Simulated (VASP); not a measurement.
Al15CuN16 (a cell with a defect): single point with PBE

The system is Al15CuN16 (a cell with a defect).

```
Al Cu N
1.0
     6.25951    0.00000    0.00000
    -3.12976    5.42090    0.00000
     0.00000    0.00000   10.03481
Al Cu N
15 1 16
Direct
  0.33348 0.16654 0.25367
  0.33353 0.16660 0.74720
  0.16727 0.33259 0.99315
  0.33382 0.66359 0.25301
  0.17304 0.83572 0.49614
  0.33269 0.66391 0.74714
  0.16789 0.83317 0.99990
  0.83619 0.16600 0.25304
  0.66470 0.32742 0.49615
  0.83610 0.16726 0.74713
  0.66690 0.33205 0.99986
  0.83460 0.66542 0.25086
  0.66566 0.83468 0.49636
  0.83407 0.66599 0.74633
  0.66690 0.83300 0.99937
  0.16294 0.33729 0.50900
  0.34048 0.15993 0.43581
  0.16900 0.33078 0.18386
  0.33528 0.16456 0.93992
  0.16864 0.33149 0.71468
  0.34503 0.68766 0.43483
  0.16698 0.83005 0.18712
  0.33499 0.67213 0.94010
  0.16863 0.83186 0.68963
  0.81269 0.15528 0.43489
  0.67011 0.33307 0.18707
  0.82759 0.16462 0.93997
  0.66825 0.33138 0.68962
  0.83359 0.66675 0.43883
  0.67001 0.82988 0.18652
  0.83274 0.66696 0.93744
  0.66826 0.83164 0.69043
```

```
Program                : VASP 6.6.1
Task                   : single point
Functional             : PBE
Potentials or basis    : VASP PAW PBE potentials, release 64 (Al, Cu, N)
Cutoff                 : 520 eV
k mesh                 : 1 × 1 × 1, shifted
Occupations            : fermi-dirac, width 0.01 eV
Spin                   : no spin polarisation
Dipole correction      : no
Charge                 : -2
Further INCAR settings : LREAL = Auto; ALGO = Normal; EDIFF = 1e-06; NBANDS = 90; ISYM = -1; NELECT = 138.0
```

- Largest force: 0.039 eV/Å

Forces on the atoms (eV/Å):
```
Al   0.002  0.003 -0.002
Al  -0.011  0.006  0.006
Al   0.003 -0.005 -0.002
Al  -0.005  0.003  0.006
Al   0.011 -0.008 -0.001
Al  -0.002  0.010  0.019
Al  -0.001 -0.006  0.003
Al   0.002  0.014  0.004
Al   0.013 -0.015 -0.002
Al  -0.006  0.001  0.015
Al  -0.003 -0.005  0.004
Al  -0.003  0.007 -0.005
Al   0.007 -0.004  0.000
Al  -0.002  0.002  0.011
Al   0.005 -0.010  0.003
Cu   0.011 -0.010 -0.005
N    0.008 -0.002 -0.003
N   -0.003 -0.005 -0.002
N   -0.004  0.009 -0.002
N    0.001 -0.001  0.013
N   -0.010  0.037 -0.007
N    0.002 -0.010  0.001
N    0.002 -0.002 -0.011
N    0.006 -0.005 -0.010
N   -0.036 -0.006 -0.010
N    0.006 -0.004  0.001
N    0.002  0.010 -0.008
N    0.007 -0.003 -0.009
N   -0.008  0.006  0.006
N    0.005 -0.009 -0.002
N   -0.001  0.005 -0.002
N    0.000 -0.003 -0.009
```

Levels at points of the mesh, in eV from the Fermi level:
```
           k point  band 67  band 68  band 69  band 70  band 71  band 72
(0.25, 0.25, 0.25)    -0.59    -0.39    -0.31     2.66     3.11     3.27
```

It took 83 s on 1 thread of AMD EPYC 7R43 64-Core Processor (Zen 3), with other jobs on the host, peak memory 0.38 GiB.

Caveat: the cell carries a net charge on a neutralising background, which shifts energy and pressure; the cell is charged against a uniform background, so pressure and absolute levels hang on convention.
